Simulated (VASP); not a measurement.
Crystal: CsSnI3.

```
CELL_PARAMETERS angstrom
6.15723 0.00000 0.00000
0.00000 6.15723 0.00000
0.00000 0.00000 6.15723
ATOMIC_POSITIONS crystal
Cs 0.00000 0.00000 0.00000
Sn 0.50000 0.50000 0.50000
I 0.50000 0.50000 0.00000
I 0.00000 0.50000 0.50000
I 0.50000 0.00000 0.50000
```

Base run:

```yaml
Program: VASP 6.6.1
Functional: PBEsol
Potentials_or_basis: VASP PAW PBE potentials, release 64 (Cs_sv, Sn_d, I)
Cutoff: 520 eV
k_mesh: 4 × 4 × 4
Occupations: fermi-dirac, width 0.05 eV
Spin: no spin polarisation
```

Its results: band gap on the k mesh 0.14 eV, direct; pressure 0.0 GPa.

**Question.** The run is repeated on the same cell with these changes: functional from PBEsol to r2SCAN; further incar settings from ALGO = Normal; EDIFF = 1e-07; NBANDS = 30 to ALGO = Normal; EDIFF = 1e-06; NBANDS = 30. What comes out?

**Answer.** Band gap on the k mesh 0.31 eV, direct; pressure 0.8 GPa.

Caveats: the PAW data sets were made with another functional, which shifts forces and pressure a little; spin-orbit coupling is left out, which moves the levels of the heavy elements.

A k mesh can miss the band edges.
